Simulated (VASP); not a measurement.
# ScAl3N3 (Cm) in VASP: a series of runs

Runs on ScAl3N3. Level: PBE. Tasks: relaxation of cell and atoms, single point.

Everything below comes from runs of VASP 6.6.1. Logs are shortened: lines on timing, memory, paths and dates and some standing lists are left out, and cuts for length are marked.

### Step 1. The cell of the first run

Symmetry: Cm, No. 8, monoclinic system. Conventional cell: a = 11.230 Å, b = 3.365 Å, c = 5.895 Å, α = 90.00°, β = 98.97°, γ = 90.00°. Sc (site symmetry m) has 4 N at 2.02 to 2.05 Å within 2.7 Å. Within 2.8 Å of Al (site symmetry m) lie 2 N at 2.08 to 2.10 Å. Within 2.9 Å of Al (site symmetry m) lie 3 N at 2.18 to 2.22 Å. Within 2.9 Å of Al (site symmetry m) lie 3 N at 2.16 to 2.18 Å. Within 2.7 Å of N (site symmetry m) lie 1 Sc at 2.02 Å and 3 Al at 2.16 to 2.18 Å. Within 2.7 Å of N (site symmetry m) lie 1 Sc at 2.05 Å and 3 Al at 2.08 to 2.18 Å. Within 2.7 Å of N (site symmetry m) lie 2 Sc at 2.05 Å and 2 Al at 2.10 to 2.22 Å.

The cell was generated, and may not be a known phase.

### Step 2. Relaxation of cell and atoms, PBE

Input file INCAR:

```
SYSTEM = ScAl3N3
  PREC = Accurate
  ENCUT = 600
  EDIFF = 1E-7
  ISMEAR = 0
  SIGMA = 0.2
  LREAL = .False.
  LASPH = .True.
  NELM = 120
  ALGO = Normal
  ISIF = 3
  LWAVE = .False.
  LCHARG = .False.
  GGA = PE
  IBRION = 2
  NSW = 36
  EDIFFG = -0.08
  GGA_COMPAT = .False.
  NELMIN = 4
```

Input file KPOINTS:

```
regular mesh
0
Gamma
  5 5 3
  0 0 0
```

Input file POSCAR:

```
ScAl3N3
1.0
    5.6147891600     -1.6826941700      0.0000000000
    5.6147891600      1.6826941700      0.0000000000
   -0.9190916100      0.0000000000      5.8229710100
Sc Al N
1 3 3
Direct
    0.9334819900      0.9334819900      0.3142690100
    0.6909000300      0.6909000300      0.5814390200
    0.4261035000      0.4261035000      0.8080899700
    0.1952590000      0.1952590000      0.0336630000
    0.0019880000      0.0019880000      0.0165810000
    0.7491235100      0.7491235100      0.2628900100
    0.5031440300      0.5031440300      0.4830670100
```

Potentials or basis: VASP PAW PBE potentials, release 64 (Sc_sv, Al, N).

Command:

```
cat potpaw_PBE.64/Sc_sv/POTCAR potpaw_PBE.64/Al/POTCAR potpaw_PBE.64/N/POTCAR > POTCAR
mpirun -np 1 vasp_std > vasp.out
```

OUTCAR:

```text
SYSTEM = ScAl3N3
   PREC = Accurate
   ENCUT = 600
   EDIFF = 1E-7
   ISMEAR = 0
   LREAL = .False.
   LASPH = .True.
   NELM = 120
   ISIF = 3
   GGA = PE
   IBRION = 2
   NSW = 36
   EDIFFG = -0.08
   NELMIN = 4

 ion  position               nearest neighbor table
   1  0.933  0.933  0.314-   5 2.02   6 2.05   7 2.05   7 2.05   2 3.35   4 3.37   4 3.37   3 3.37
                             3 3.37
   2  0.691  0.691  0.581-   6 2.08   7 2.10   4 3.15   4 3.15   3 3.24   3 3.24   1 3.35
   3  0.426  0.426  0.808-   5 2.18   5 2.18   7 2.22   4 3.09   2 3.24   2 3.24   1 3.37   1 3.37

   4  0.195  0.195  0.034-   5 2.16   6 2.18   6 2.18   3 3.09   2 3.15   2 3.15   1 3.37   1 3.37

   5  0.002  0.002  0.017-   1 2.02   4 2.16   3 2.18   3 2.18
   6  0.749  0.749  0.263-   1 2.05   2 2.08   4 2.18   4 2.18
   7  0.503  0.503  0.483-   1 2.05   1 2.05   2 2.10   3 2.22

  LATTYP: Found a base centered monoclinic cell.
 ALAT       =    11.2295783200
 B/A-ratio  =     0.2996896450
 C/A-ratio  =     0.5249581815
 COS(beta)  =    -0.1559088056

  Lattice vectors:

 A1 = (   5.6147891600,  -1.6826941700,   0.0000000000)
 A2 = (   5.6147891600,   1.6826941700,   0.0000000000)
 A3 = (  -0.9190916100,   0.0000000000,   5.8229710100)

Analysis of symmetry for initial positions (statically):
=====================================================================
 Subroutine PRICEL returns:
 Original cell was already a primitive cell.

 Routine SETGRP: Setting up the symmetry group for a
 base centered monoclinic supercell.

 Subroutine GETGRP returns: Found  2 space group operations
 (whereof  2 operations were pure point group operations)
 out of a pool of  4 trial point group operations.

The static configuration has the point symmetry C_1h.

Analysis of symmetry for dynamics (positions and initial velocities):
=====================================================================
 Subroutine PRICEL returns:
 Original cell was already a primitive cell.

 Routine SETGRP: Setting up the symmetry group for a
 base centered monoclinic supercell.

 Subroutine GETGRP returns: Found  2 space group operations
 (whereof  2 operations were pure point group operations)
 out of a pool of  4 trial point group operations.

The dynamic configuration has the point symmetry C_1h.

 Subroutine INISYM returns: Found  2 space group operations
 (whereof  2 operations are pure point group operations),
 and found     1 'primitive' translations

----------------------------------------------------------------------------------------

                                     Primitive cell

  volume of cell :     110.0305

  direct lattice vectors                    reciprocal lattice vectors
[... 97 lines left out ...]
   LREAL  =      F    real-space projection
   EDIFFG = -.8E-01   stopping-criterion for IOM
   NSW    =     36    number of steps for IOM
   IBRION =      2    ionic relax: 0-MD 1-quasi-New 2-CG
   NFREE  =      1    steps in history (QN), initial steepest desc. (CG)
   ISIF   =      3    stress and relaxation
   ISYM   =      2    0-nonsym 1-usesym 2-fastsym
   POTIM  = 0.5000    time-step for ionic-motion
   TEBEG  =    0.0;   TEEND  =   0.0 temperature during run
   PSTRESS=    0.0 pullay stress
   NELECT =      35.0000    total number of electrons
   NUPDOWN=      -1.0000    fix difference up-down
   EMIN   =  10.00;   EMAX   =-10.00  energy-range for DOS
   EFERMI =   0.00;   METHOD = LEGACY
   ISMEAR =     0;   SIGMA  =   0.20  broadening in eV -4-tet -1-fermi 0-gaus
   EFERMI_NEDOS =   21; number of points for ismear=-14 and -15
   IALGO  =     38    algorithm
   IMIX   =      4    mixing-type and parameters
     AMIX     =   0.40;   BMIX     =  1.00
     AMIX_MAG =   1.60;   BMIX_MAG =  1.00
  volume/ion in A,a.u.               =      15.72       106.07
  Fermi-wavevector in a.u.,A,eV,Ry     =   1.117531  2.111828 16.991997  1.248877
  Thomas-Fermi vector in A             =   2.254155
   LORBIT       =      0    0 simple, 1 ext, 2 COOP (PROOUT), +10 PAW based schemes
   GGA     = PE    functional components
   LHFCALC =     F    Hartree Fock is set to
   AEXX    =    0.0000 exact exchange contribution
   IVDW    =     0    specifies the selected vdW correction
   LEPSILON=     F    determine dielectric tensor
   LRPA    =     F    only Hartree local field effects (RPA)
 conjugate gradient relaxation of ions
 non-spin polarized calculation
 Gauss-broadening in eV      SIGMA  =   0.20
  energy-cutoff  :      600.00
  volume of cell :      110.03
 maximum number of plane-waves:      3685
   NGX = 23   NGY = 23   NGZ = 23

--------------------------------------- Ionic step        1  -------------------------------------------

 number of electron      35.0000000 magnetization

 Free energy of the ion-electron system (eV)
  ---------------------------------------------------
  ext. energy  EPLUGINS =         0.00000000
  ---------------------------------------------------
  free energy    TOTEN  =       -46.50335971 eV

  energy without entropy =      -46.48432689  energy(sigma->0) =      -46.49384330

 E-fermi :   4.8463     XC(G=0):  -9.7257

 val. band max:        4.7383098975   @ k =   0.2000   0.2000   0.3333
 cond. band min:       4.8843010741   @ k =  -0.4000  -0.4000   0.3333
 fundamental gap:      0.1459911766
 Fermi energy:         4.8462724195

 k-point     1 :       0.0000    0.0000    0.0000
  band No.  band energies     occupation
      1     -43.4485      2.00000
      2     -22.2743      2.00000
      3     -22.2102      2.00000
      4     -22.1109      2.00000
      5      -9.6329      2.00000
      6      -8.6722      2.00000
[... 681 lines left out ...]
  FREE ENERGIE OF THE ION-ELECTRON SYSTEM (eV)
  ---------------------------------------------------
  free  energy   TOTEN  =       -48.6589663781 eV

  energy  without entropy=      -48.6272084095  energy(sigma->0) =      -48.64308739

[... ionic steps 4 to 13 ...]

--------------------------------------- Ionic step       14  -------------------------------------------

 number of electron      35.0000000 magnetization

------------------------ aborting loop because EDIFF is reached ----------------------------------------
[... 77 lines left out ...]
--------------------------------------- Ionic step       16  -------------------------------------------

 number of electron      35.0000000 magnetization

 Free energy of the ion-electron system (eV)
  ---------------------------------------------------
  ext. energy  EPLUGINS =         0.00000000
  ---------------------------------------------------
  free energy    TOTEN  =       -49.04986463 eV

  energy without entropy =      -49.01953314  energy(sigma->0) =      -49.03469889

 E-fermi :   6.8084     XC(G=0): -10.3973

 val. band max:        6.7817552349   @ k =  -0.2000   0.0000   0.3333
 cond. band min:       6.9094338615   @ k =  -0.4000   0.2000   0.3333
 fundamental gap:      0.1276786265
 Fermi energy:         6.8084224313

 k-point     1 :       0.0000    0.0000    0.0000
  band No.  band energies     occupation
      1     -42.6270      2.00000
      2     -21.4063      2.00000
      3     -21.3569      2.00000
      4     -21.2476      2.00000
      5      -9.5008      2.00000
      6      -8.2715      2.00000
[... 599 lines left out ...]
  FREE ENERGIE OF THE ION-ELECTRON SYSTEM (eV)
  ---------------------------------------------------
  free  energy   TOTEN  =       -49.0498646334 eV

  energy  without entropy=      -49.0195331406  energy(sigma->0) =      -49.03469889

 reached required accuracy - stopping structural energy minimisation
```

OSZICAR:

```text
N       E                     dE             d eps       ncg     rms          rms(c)
DAV:   1     0.376030224936E+03    0.37603E+03   -0.16349E+04  1008   0.169E+03
DAV:   2     0.215941836694E+02   -0.35444E+03   -0.34979E+03  1088   0.463E+02
DAV:   3    -0.503475553136E+02   -0.71942E+02   -0.70358E+02  1656   0.169E+02
[... 175 lines left out ...]
DAV:   4    -0.490498651234E+02    0.30907E-04   -0.25951E-04  1271   0.139E-01    0.154E-02
DAV:   5    -0.490498652503E+02   -0.12690E-06   -0.29272E-05  1260   0.499E-02    0.106E-02
DAV:   6    -0.490498647363E+02    0.51400E-06   -0.35484E-06  1457   0.171E-02    0.480E-03
DAV:   7    -0.490498646514E+02    0.84893E-07   -0.13742E-06  1417   0.102E-02    0.151E-03
DAV:   8    -0.490498646334E+02    0.17987E-07   -0.19821E-07   945   0.447E-03
  16 F= -.49049865E+02 E0= -.49034699E+02  d E =-.154072E-02
```

CONTCAR:

```text
ScAl3N3
   1.00000000000000
     5.1379283332022982   -1.6043753805760776   -0.0318773238385303
     5.1379283332022982    1.6043753805760776   -0.0318773238385303
    -0.8762194402418693    0.0000000000000000    5.6381049976680533
  Sc              Al              N
     1     3     3
Direct
     0.9405943227790107    0.9405943227790107    0.3148025742996685
     0.6957535288222660    0.6957535288222660    0.5670645804158737
     0.4343333556201267    0.4343333556201267    0.8099849592291922
     0.1851954356875046    0.1851954356875046    0.0620543003866314
     0.0009583722414011    0.0009583722414011    0.9766142490288573
     0.7340210694701624    0.7340210694701624    0.2421142568190427
     0.5091439753795263    0.5091439753795263    0.5273640998207239

  0.00000000E+00  0.00000000E+00  0.00000000E+00
  0.00000000E+00  0.00000000E+00  0.00000000E+00
  0.00000000E+00  0.00000000E+00  0.00000000E+00
  0.00000000E+00  0.00000000E+00  0.00000000E+00
  0.00000000E+00  0.00000000E+00  0.00000000E+00
  0.00000000E+00  0.00000000E+00  0.00000000E+00
  0.00000000E+00  0.00000000E+00  0.00000000E+00
```

It took 8.7 min on 1 thread of Intel Xeon 6975P-C (Granite Rapids), shared host; peak memory 0.39 GiB.

What came out:

| Quantity | Value |
| --- | --- |
| Free energy | -49.0499 eV |
| Relaxed volume | 13.27 Å³/atom |
| Relaxed cell | a = 5.383 Å, b = 5.383 Å, c = 5.706 Å, α = 98.77°, β = 98.77°, γ = 34.68° |
| Space group after relaxing (to 0.1 Å) | Cm (No. 8) |
| Energy gained by relaxing | 363.8 meV/atom |
| Ionic steps | 16 |
| Pressure after relaxing | -0.1 GPa |
| Largest force after relaxing | 0.054 eV/Å |
| Band gap on the k mesh | zero (an odd number of electrons rules out a gap without spin polarisation) |

Forces on the atoms (eV/Å):
```
Sc  -0.030  0.000  0.026
Al  -0.002  0.000  0.041
Al   0.034  0.000 -0.042
Al  -0.037  0.000 -0.014
N   -0.013  0.000  0.011
N   -0.003  0.000 -0.021
N    0.051  0.000 -0.001
```

Stress tensor (GPa, compression positive):
```
-0.26  0.00  0.02
 0.00  0.11  0.00
 0.02  0.00 -0.23
```

The path:
| step | energy change (eV) | largest force (eV/Å) | pressure (GPa) | volume (Å³) |
| --- | --- | --- | --- | --- |
| 1 | 0.0000 | 3.4359 | -14.50 | 110.03 |
| 2 | -2.1453 | 1.8346 | 7.91 | 88.85 |
| 3 | -2.1556 | 1.8487 | 5.98 | 89.86 |
| 4 | -2.4559 | 0.7538 | 0.47 | 92.65 |
| 5 | -2.4687 | 0.3928 | 1.18 | 92.16 |
| 6 | -2.5124 | 0.3006 | -1.03 | 93.55 |
| 7 | -2.5125 | 0.3125 | -1.15 | 93.63 |
| 8 | -2.5312 | 0.2126 | 0.12 | 92.87 |
| 9 | -2.5323 | 0.2088 | 0.52 | 92.65 |
| 10 | -2.5386 | 0.1353 | -0.03 | 93.01 |
| 11 | -2.5388 | 0.1606 | -0.16 | 93.09 |
| 12 | -2.5419 | 0.1037 | -0.11 | 93.08 |
| 13 | -2.5420 | 0.1285 | -0.09 | 93.07 |
| 14 | -2.5442 | 0.0928 | 0.00 | 92.95 |
| 15 | -2.5450 | 0.1114 | 0.11 | 92.81 |
| 16 | -2.5465 | 0.0540 | -0.13 | 92.86 |

Final structure:
```
Sc Al N
1.0
     5.13793   -1.60438   -0.03188
     5.13793    1.60438   -0.03188
    -0.87622    0.00000    5.63811
Sc Al N
1 3 3
Cartesian
  9.3896 0.0000 1.7149
  6.6526 0.0000 3.1528
  3.7534 0.0000 4.5391
  1.8487 0.0000 0.3381
  -0.8459 0.0000 5.5062
  7.3306 0.0000 1.3183
  4.7698 0.0000 2.9409
```

Caveat: the k points lie up to 0.41 Å⁻¹ apart in the final cell, too coarse for converged energies and pressures of a metal; the volume moved by over 15 % at a fixed basis, so the end points are rough; an odd number of electrons without spin polarisation forces a metal; a magnetic or distorted state may lie lower; the relaxation stopped at a loose force limit of 0.08 eV/Å, so its end isn't a converged minimum.

(Continued in part 2 of 2.)

The gap in the log of VASP goes by the Fermi energy; the results here count the filled bands.